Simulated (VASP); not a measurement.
# NaF (Fm-3m) in VASP: a series of runs

Runs on NaF. Level: PBE. Tasks: single point.

Everything below comes from runs of VASP 6.6.1. Logs are shortened: lines on timing, memory, paths and dates and some standing lists are left out, and cuts for length are marked.

## Step 1: The cell of the first run

Symmetry: Fm-3m, No. 225, cubic system. Conventional cell: a = 4.670 Å, b = 4.670 Å, c = 4.670 Å, α = 90.00°, β = 90.00°, γ = 90.00°. Within 3.1 Å of Na (site symmetry m-3m) lie 6 F at 2.33 Å. Within 3.1 Å of F (site symmetry m-3m) lie 6 Na at 2.33 Å.

## Step 2: Single point, PBE (volume scaled by 0.980)

INCAR reads:

```
SYSTEM = NaF
ALGO = Normal
EDIFF = 1E-6
ENCUT = 520
GGA = PE
ISIF = 2
ISMEAR = 0
LASPH = .TRUE.
LCHARG = .FALSE.
LREAL = .FALSE.
LWAVE = .FALSE.
NBANDS = 14
NELM = 80
PREC = Accurate
SIGMA = 0.05
```

KPOINTS reads:

```
k-points
0
G
  12 12 12
  0 0 0
```

POSCAR reads:

```
NaF
1.0
    0.0000000000      2.3349022949      2.3349022949
    2.3349022949      0.0000000000      2.3349022949
    2.3349022949      2.3349022949      0.0000000000
Na F
1 1
Direct
    0.0000000000      0.0000000000      0.0000000000
    0.5000000000      0.5000000000      0.5000000000
```

Potentials or basis: VASP PAW PBE potentials, release 64 (Na_pv, F).

The run is started by

```bash
$ cat potpaw_PBE.64/Na_pv/POTCAR potpaw_PBE.64/F/POTCAR > POTCAR
$ mpirun -np 1 vasp_std > vasp.out
```

OUTCAR:

```text
SYSTEM = NaF
   EDIFF = 1E-6
   ENCUT = 520
   GGA = PE
   ISIF = 2
   ISMEAR = 0
   LASPH = .TRUE.
   LREAL = .FALSE.
   NELM = 80
   PREC = Accurate

 ion  position               nearest neighbor table
   1  0.000  0.000  0.000-   2 2.33   2 2.33   2 2.33   2 2.33   2 2.33   2 2.33
   2  0.500  0.500  0.500-   1 2.33   1 2.33   1 2.33   1 2.33   1 2.33   1 2.33

  LATTYP: Found a face centered cubic cell.
 ALAT       =     4.6698045898

  Lattice vectors:

 A1 = (   0.0000000000,   2.3349022949,   2.3349022949)
 A2 = (   2.3349022949,   0.0000000000,   2.3349022949)
 A3 = (   2.3349022949,   2.3349022949,   0.0000000000)

Analysis of symmetry for initial positions (statically):
=====================================================================
 Subroutine PRICEL returns:
 Original cell was already a primitive cell.

 Routine SETGRP: Setting up the symmetry group for a
 face centered cubic supercell.

 Subroutine GETGRP returns: Found 48 space group operations
 (whereof 48 operations were pure point group operations)
 out of a pool of 48 trial point group operations.

The static configuration has the point symmetry O_h .

Analysis of symmetry for dynamics (positions and initial velocities):
=====================================================================
 Subroutine PRICEL returns:
 Original cell was already a primitive cell.

 Routine SETGRP: Setting up the symmetry group for a
 face centered cubic supercell.

 Subroutine GETGRP returns: Found 48 space group operations
 (whereof 48 operations were pure point group operations)
 out of a pool of 48 trial point group operations.

The dynamic configuration has the point symmetry O_h .

 Subroutine INISYM returns: Found 48 space group operations
 (whereof 48 operations are pure point group operations),
 and found     1 'primitive' translations

----------------------------------------------------------------------------------------

                                     Primitive cell

  volume of cell :      25.4587

  direct lattice vectors                    reciprocal lattice vectors
     0.000000000  2.334902295  2.334902295    -0.214141723  0.214141723  0.214141723
     2.334902295  0.000000000  2.334902295     0.214141723 -0.214141723  0.214141723
     2.334902295  2.334902295  0.000000000     0.214141723  0.214141723 -0.214141723

  length of vectors
     3.302050492  3.302050492  3.302050492     0.370904344  0.370904344  0.370904344

  position of ions in fractional coordinates (direct lattice)
     0.000000000  0.000000000  0.000000000
     0.500000000  0.500000000  0.500000000

  ion indices of the primitive-cell ions
   primitive index   ion index
                 1           1
                 2           2

----------------------------------------------------------------------------------------

 KPOINTS: k-points

Automatic generation of k-mesh.
 Grid dimensions read from file:
 generate k-points for:   12   12   12

 Generating k-lattice:

  Cartesian coordinates                     Fractional coordinates (reciprocal lattice)
    -0.017845144  0.017845144  0.017845144     0.083333333  0.000000000  0.000000000
     0.017845144 -0.017845144  0.017845144     0.000000000  0.083333333  0.000000000
     0.017845144  0.017845144 -0.017845144     0.000000000  0.000000000  0.083333333

  Length of vectors
     0.030908695  0.030908695  0.030908695

  Shift w.r.t. Gamma in fractional coordinates (k-lattice)
     0.000000000  0.000000000  0.000000000

 Subroutine IBZKPT returns following result:
 ===========================================

 Found     72 irreducible k-points:

 Following reciprocal coordinates:
            Coordinates               Weight
  0.000000  0.000000  0.000000      1.000000
  0.083333  0.000000  0.000000      8.000000
  0.166667  0.000000  0.000000      8.000000
  0.250000  0.000000  0.000000      8.000000
  0.333333  0.000000  0.000000      8.000000
  0.416667  0.000000  0.000000      8.000000
[... 16 lines left out ...]
  0.500000  0.166667  0.000000     24.000000
 -0.416667  0.166667  0.000000     24.000000
 [... further k-points ...]
   k-points           NKPTS =     72   k-points in BZ     NKDIM =     72   number of bands    NBANDS=     14
   number of dos      NEDOS =    301   number of ions     NIONS =      2
   total plane-waves  NPLWV =  21952
   dimension x,y,z NGX =    28 NGY =   28 NGZ =   28
   dimension x,y,z NGXF=    56 NGYF=   56 NGZF=   56
   ions per type =               1   1
   NGX,Y,Z   is equivalent  to a cutoff of  14.10, 14.10, 14.10 a.u.
   NGXF,Y,Z  is equivalent  to a cutoff of  28.19, 28.19, 28.19 a.u.
 SYSTEM =  NaF
   PREC   = accura    normal or accurate (medium, high low for compatibility)
   ISTART =      0    job   : 0-new  1-cont  2-samecut
   ICHARG =      2    charge: 1-file 2-atom 10-const
   ISPIN  =      1    spin polarized calculation?
   LNONCOLLINEAR =      F non collinear calculations
   LSORBIT =      F    spin-orbit coupling
   LASPH  =      T    aspherical Exc in radial PAW
   ENCUT  =  520.0 eV  38.22 Ry    6.18 a.u.   6.14  6.14  6.14*2*pi/ulx,y,z
   NELM   =     80;   NELMIN=  2; NELMDL= -5     # of ELM steps
   EDIFF  = 0.1E-05   stopping-criterion for ELM
   LREAL  =      F    real-space projection
   EDIFFG = 0.1E-04   stopping-criterion for IOM
   NSW    =      0    number of steps for IOM
   IBRION =     -1    ionic relax: 0-MD 1-quasi-New 2-CG
   NFREE  =      0    steps in history (QN), initial steepest desc. (CG)
   ISIF   =      2    stress and relaxation
   ISYM   =      2    0-nonsym 1-usesym 2-fastsym
   POTIM  = 0.5000    time-step for ionic-motion
   TEBEG  =    0.0;   TEEND  =   0.0 temperature during run
   PSTRESS=    0.0 pullay stress
   NELECT =      14.0000    total number of electrons
   NUPDOWN=      -1.0000    fix difference up-down
   EMIN   =  10.00;   EMAX   =-10.00  energy-range for DOS
   EFERMI =   0.00;   METHOD = LEGACY
   ISMEAR =     0;   SIGMA  =   0.05  broadening in eV -4-tet -1-fermi 0-gaus
   EFERMI_NEDOS =   21; number of points for ismear=-14 and -15
   IALGO  =     38    algorithm
   IMIX   =      4    mixing-type and parameters
     AMIX     =   0.40;   BMIX     =  1.00
     AMIX_MAG =   1.60;   BMIX_MAG =  1.00
  volume/ion in A,a.u.               =      12.73        85.90
  Fermi-wavevector in a.u.,A,eV,Ry     =   1.341237  2.534570 24.475741  1.798916
  Thomas-Fermi vector in A             =   2.469486
   LORBIT       =      0    0 simple, 1 ext, 2 COOP (PROOUT), +10 PAW based schemes
   GGA     = PE    functional components
   LHFCALC =     F    Hartree Fock is set to
   AEXX    =    0.0000 exact exchange contribution
   IVDW    =     0    specifies the selected vdW correction
   LEPSILON=     F    determine dielectric tensor
   LRPA    =     F    only Hartree local field effects (RPA)
 non-spin polarized calculation
 Gauss-broadening in eV      SIGMA  =   0.05
  energy-cutoff  :      520.00
  volume of cell :       25.46
 maximum number of plane-waves:       701
 NGX is ok and might be reduce to    28
   NGX = 13   NGY = 13   NGZ = 13

 number of electron      14.0000006 magnetization

 Free energy of the ion-electron system (eV)
  ---------------------------------------------------
  ext. energy  EPLUGINS =         0.00000000
  ---------------------------------------------------
  free energy    TOTEN  =        -8.56756726 eV

  energy without entropy =       -8.56756726  energy(sigma->0) =       -8.56756726

 E-fermi :  -1.9292     XC(G=0):  -9.0458

 val. band max:       -2.1830258660   @ k =   0.0000   0.0000   0.0000
 cond. band min:       3.9928183997   @ k =   0.0000   0.0000   0.0000
 fundamental gap:      6.1758442657
 Fermi energy:        -1.9291775575

 k-point     1 :       0.0000    0.0000    0.0000
  band No.  band energies     occupation
      1     -21.3189      2.00000
      2     -21.1994      2.00000
      3     -21.1994      2.00000
      4     -21.1994      2.00000
      5      -2.1830      2.00000
      6      -2.1830      2.00000
      7      -2.1830      2.00000
      8       3.9928      0.00000
      9      16.6276      0.00000
     10      16.6276      0.00000
     11      16.6276      0.00000
     12      19.4422      0.00000
     13      21.5937      0.00000
     14      21.5937      0.00000

 k-point     2 :       0.0833    0.0000    0.0000
  band No.  band energies     occupation
      1     -21.4620      2.00000
      2     -21.2001      2.00000
      3     -21.2001      2.00000
      4     -21.0472      2.00000
      5      -2.3185      2.00000
      6      -2.1997      2.00000
      7      -2.1997      2.00000
      8       4.2406      0.00000
      9      15.6540      0.00000
     10      16.7327      0.00000
     11      16.7327      0.00000
     12      20.5249      0.00000
     13      21.2770      0.00000
     14      21.2770      0.00000

 k-point     3 :       0.1667    0.0000    0.0000
  band No.  band energies     occupation
      1     -21.6316      2.00000
      2     -21.2022      2.00000
      3     -21.2022      2.00000
      4     -20.8534      2.00000
      5      -2.6537      2.00000
      6      -2.2449      2.00000
      7      -2.2449      2.00000
      8       4.9061      0.00000
      9      14.1686      0.00000
     10      17.0119      0.00000
     11      17.0119      0.00000
     12      20.7229      0.00000
     13      20.7229      0.00000
     14      21.7581      0.00000
[... 324 lines left out ...]
 k-point    23 :       0.5000    0.1667    0.0000
  band No.  band energies     occupation
      1     -21.8634      2.00000
      2     -21.2335      2.00000
      3     -21.2202      2.00000
      4     -20.5157      2.00000
      5      -3.5320      2.00000
      6      -2.6118      2.00000
      7      -2.4643      2.00000
      8       8.7598      0.00000
      9      10.5083      0.00000
     10      15.5245      0.00000
     11      17.4546      0.00000
     12      18.4657      0.00000
     13      21.7278      0.00000
     14      24.0788      0.00000

 k-point    24 :      -0.4167    0.1667    0.0000
  band No.  band energies     occupation
      1     -21.8771      2.00000
      2     -21.2394      2.00000
      3     -21.2163      2.00000
      4     -20.4961      2.00000
      5      -3.5462      2.00000
      6      -2.6464      2.00000
      7      -2.4568      2.00000
      8       8.9660      0.00000
      9      10.3486      0.00000
     10      15.3272      0.00000
     11      17.6603      0.00000
     12      18.9123      0.00000
     13      21.0911      0.00000
     14      23.8598      0.00000

 [... further k-points ...]
[... 5 lines left out ...]
  --------------------------------------------------------------------------------------
  -------------------------------------------------------------------------------------
  Total        0.1264794      0.1264794      0.1264794      0.0000000      0.0000000      0.0000000
  in kB        7.9596530      7.9596530      7.9596530      0.0000000      0.0000000      0.0000000
  external PRESSURE =       7.9596530 kB  Pullay stress =       0.0000000 kB

 VOLUME and BASIS-vectors are now :
 -----------------------------------------------------------------------------
  energy-cutoff  :      520.00
  volume of cell :       25.46
      direct lattice vectors                 reciprocal lattice vectors
     0.000000000  2.334902295  2.334902295    -0.214141723  0.214141723  0.214141723
     2.334902295  0.000000000  2.334902295     0.214141723 -0.214141723  0.214141723
     2.334902295  2.334902295  0.000000000     0.214141723  0.214141723 -0.214141723

 POSITION                                       TOTAL-FORCE (eV/Angst)
 -----------------------------------------------------------------------------------
      0.00000      0.00000      0.00000        -0.000000     -0.000000      0.000000
      2.33490      2.33490      2.33490         0.000000      0.000000     -0.000000
 -----------------------------------------------------------------------------------
    total drift:                                0.000000      0.000000      0.000000

  FREE ENERGIE OF THE ION-ELECTRON SYSTEM (eV)
  ---------------------------------------------------
  free  energy   TOTEN  =        -8.5675672643 eV

  energy  without entropy=       -8.5675672643  energy(sigma->0) =       -8.56756726
```

Run time: 20 s. Hardware: 1 thread of Intel Xeon Platinum 8259CL at 2.50GHz (Skylake/Cascade Lake), shared host; peak memory 0.16 GiB.

What came out:

| Item | Value |
| --- | --- |
| Free energy | -8.5676 eV |
| Pressure | 0.8 GPa |
| Band gap on the k mesh | 6.18 eV, direct |

Levels at points of the mesh, in eV from the valence-band top:
```
           k point  band 5  band 6  band 7  band 8  band 9  band 10
(0.00, 0.00, 0.00)    0.00    0.00    0.00    6.18   18.81    18.81
(0.50, 0.00, 0.00)   -1.54   -0.24   -0.24   10.64   12.27    19.86
(0.50, 0.50, 0.00)   -1.24   -0.39   -0.39   12.96   13.22    13.38
```

Caveat: the cell differs from its parent crystal (volume scaled by 0.980). A k mesh can miss the band edges.

## Step 3: Single point, PBE

This run uses another cell than the first one, of 12.99 Å³/atom, 1.020 times its volume.

INCAR reads:

```
SYSTEM = NaF
ALGO = Normal ; EDIFF = 1E-7
ENCUT = 520 ; GGA = PE
ISIF = 2 ; ISMEAR = 0
LASPH = .TRUE. ; LCHARG = .TRUE.
LELF = .TRUE. ; LREAL = .FALSE.
LVHAR = .TRUE. ; LWAVE = .FALSE.
NBANDS = 14 ; NELM = 60
PREC = Accurate ; SIGMA = 0.05
```

KPOINTS is that of step 2.

POSCAR reads:

```
NaF
1.0
    0.0000000000      2.3506791403      2.3506791403
    2.3506791403      0.0000000000      2.3506791403
    2.3506791403      2.3506791403      0.0000000000
Na F
1 1
Direct
    0.0000000000      0.0000000000      0.0000000000
    0.5000000000      0.5000000000      0.5000000000
```

Potentials or basis: VASP PAW PBE potentials, release 64 (Na_pv, F).

The run is started by

```bash
$ cat potpaw_PBE.64/Na_pv/POTCAR potpaw_PBE.64/F/POTCAR > POTCAR
$ mpirun -np 1 vasp_std > vasp.out
```

It took 28 s on 1 thread of Intel Xeon Platinum 8259CL at 2.50GHz (Skylake/Cascade Lake), shared host; peak memory 0.16 GiB.

It converged, with:

| Quantity | Value |
| --- | --- |
| Free energy | -8.5695 eV |
| Pressure | -0.1 GPa |
| Band gap on the k mesh | 6.07 eV, direct |

Levels at points of the mesh, in eV from the valence-band top:
```tsv
k point	band 3	band 4	band 5	band 6	band 7	band 8	band 9	band 10	band 11	band 12
(0.00, 0.00, 0.00)	-19.08	-19.08	0.00	0.00	0.00	6.07	18.67	18.67	18.67	21.44
(0.50, 0.00, 0.00)	-19.09	-18.28	-1.50	-0.23	-0.23	10.52	12.10	19.64	19.64	22.40
(0.50, 0.50, 0.00)	-19.12	-18.88	-1.21	-0.38	-0.38	12.80	13.15	13.18	19.21	19.21
```

A k mesh can miss the band edges.
